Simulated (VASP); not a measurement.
# LaAsRuO: single point with PBE

Crystal: LaAsRuO.

```xyz
8
Lattice="4.1404 0.0000 0.0000 0.0000 4.1404 0.0000 0.0000 0.0000 8.5913" Properties=species:S:1:pos:R:3 pbc="T T T"
La    2.0702    0.0000    1.1984
La    0.0000    2.0702    7.3930
As    2.0702    0.0000    5.5927
As    0.0000    2.0702    2.9987
Ru    0.0000    0.0000    4.2957
Ru    2.0702    2.0702    4.2957
O     0.0000    0.0000    0.0000
O     2.0702    2.0702    0.0000
```

* Program: VASP 6.6.1
* Task: single point
* Functional: PBE
* Potentials or basis: VASP PAW PBE potentials, release 64 (La, As, Ru_pv, O)
* Cutoff: 600 eV
* k mesh: 8 × 8 × 4
* Occupations: methfessel-paxton, width 0.2 eV
* Spin: no spin polarisation

The pressure is -0.1 GPa. The largest force is 0.032 eV/Å. The band gap on the k mesh is zero (bands 36 and 37 overlap by 0.72 eV).

Forces in eV/Å, atoms in the order of the input:
```
La   0.000  0.000 -0.021
La   0.000  0.000  0.021
As   0.000  0.000  0.032
As   0.000  0.000 -0.032
Ru   0.000  0.000  0.000
Ru   0.000  0.000  0.000
O    0.000  0.000  0.000
O    0.000  0.000  0.000
```

Levels at points of the mesh, in eV from the Fermi level:
| k point | band 32 | band 33 | band 34 | band 35 | band 36 | band 37 | band 38 | band 39 | band 40 | band 41 |
| --- | --- | --- | --- | --- | --- | --- | --- | --- | --- | --- |
| (0.00, 0.00, 0.00) | -1.10 | -0.25 | 0.11 | 0.34 | 0.34 | 1.29 | 1.46 | 2.28 | 2.46 | 2.57 |
| (0.50, 0.00, 0.00) | -1.79 | -1.53 | -1.53 | -0.82 | -0.82 | 1.49 | 1.49 | 1.71 | 1.71 | 2.61 |
| (0.50, 0.50, 0.00) | -2.15 | -1.92 | -1.92 | -0.67 | -0.67 | -0.37 | -0.37 | 1.68 | 1.68 | 2.67 |
| (0.00, 0.00, 0.50) | -0.94 | -0.12 | 0.11 | 0.35 | 0.35 | 0.97 | 1.46 | 1.79 | 2.57 | 2.62 |
| (0.50, 0.00, 0.50) | -1.81 | -1.51 | -1.51 | -0.91 | -0.91 | 1.67 | 1.67 | 1.84 | 1.84 | 2.69 |
| (0.50, 0.50, 0.50) | -2.21 | -1.84 | -1.84 | -0.67 | -0.67 | -0.37 | -0.37 | 1.68 | 1.68 | 2.68 |

Run time: 7.4 min on 1 thread of Intel(R) Xeon(R) Platinum 8259CL CPU @ 2.50GHz (Skylake/Cascade Lake) (shared host), peak memory 0.55 GiB.

Caveat: spin-orbit coupling is left out, which moves the levels of the heavy elements.
